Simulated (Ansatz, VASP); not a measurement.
ZnS: VASP beside Ansatz

Contents of POSCAR:

```
ZnS
1.0
    3.8230000000      0.0000000000      0.0000000000
   -1.9115000000      3.3108151187      0.0000000000
    0.0000000000      0.0000000000      6.2610000000
Zn S
2 2
Direct
    0.3333333333      0.6666666667      0.0000000000
    0.6666666667      0.3333333333      0.5000000000
    0.3333333333      0.6666666667      0.3750000000
    0.6666666667      0.3333333333      0.8750000000
```

Contents of INCAR.step1:

```
  ALGO = Normal
  EDIFF = 1E-4
  ENCUT = 600
  GGA = PE
  ISMEAR = 0
  LASPH = T
  LCHARG = F
  LREAL = F
  LWAVE = T
  NELM = 60
  PREC = Accurate
  SIGMA = 0.02
```

File INCAR.step2:

```
  ALGO = Normal
  EDIFF = 1E-7
  EDIFFG = -0.002
  ENCUT = 600
  IBRION = 2
  ISIF = 3
  ISMEAR = 0
  ISTART = 1
  LASPH = T
  LCHARG = F
  LMIXTAU = T
  LREAL = F
  LWAVE = F
  METAGGA = R2SCAN
  NELM = 60
  NSW = 100
  PREC = Accurate
  SIGMA = 0.02
```

File KPOINTS:

```
k-points
0
Gamma
  9 9 4
```

Input for Ansatz:

```yaml
crystal:
  lattice:
    - [3.823, 0.0, 0.0]
    - [-1.9115, 3.3108151187, 0.0]
    - [0.0, 0.0, 6.261]
  atoms:
    - { symbol: Zn, position: [0.3333333333, 0.6666666667, 0.0] }
    - { symbol: Zn, position: [0.6666666667, 0.3333333333, 0.5] }
    - { symbol: S, position: [0.3333333333, 0.6666666667, 0.375] }
    - { symbol: S, position: [0.6666666667, 0.3333333333, 0.875] }
basis:
  ecutwfc: 500
kpoints:
  mp_grid: { grid: [9, 9, 4] }
hamiltonian:
  xc: r2scan
  pseudopotentials: { kind: paw, azcp: { folder: soft_1 } }
scf:
  occupations: { method: gaussian, width: 0.02 }
output:
  forces: true
  stress: true
  eigenvalues: true
  write_density: true
  write_potential: true
  elf: true
  volumetric_format: npy
relax:
  adjacent_minimum: "off"
  f_tol: 0.002
  max_steps: 80
  cell: { stress_tol: 0.02 }
```

Alike in both runs: task relaxation of cell and atoms; functional r2SCAN; k mesh 9 × 9 × 4; occupations gaussian, width 0.02 eV; no spin polarisation.

|  | VASP | Ansatz |
| --- | --- | --- |
| version | VASP 6.6.1 | Ansatz 0.2.0 |
| potentials or method | VASP PAW PBE potentials, release 64 (Zn, S), cutoff 600 eV | scalar-relativistic, plane waves, PAW |
| valence electrons in the cell | 36 | 36 |

```tsv
	VASP	Ansatz	Ansatz less VASP
gap on the k mesh at the Fermi level, each at its own relaxed structure (eV)	2.78	2.77	-0.013
relaxed volume (Å³/atom)	19.58	19.60	+0.020
relaxed length of the cell vector where the two differ most in proportion (Å)	3.804	3.807	+0.0028
```

VASP's potentials were made for PBE, not for r2SCAN.
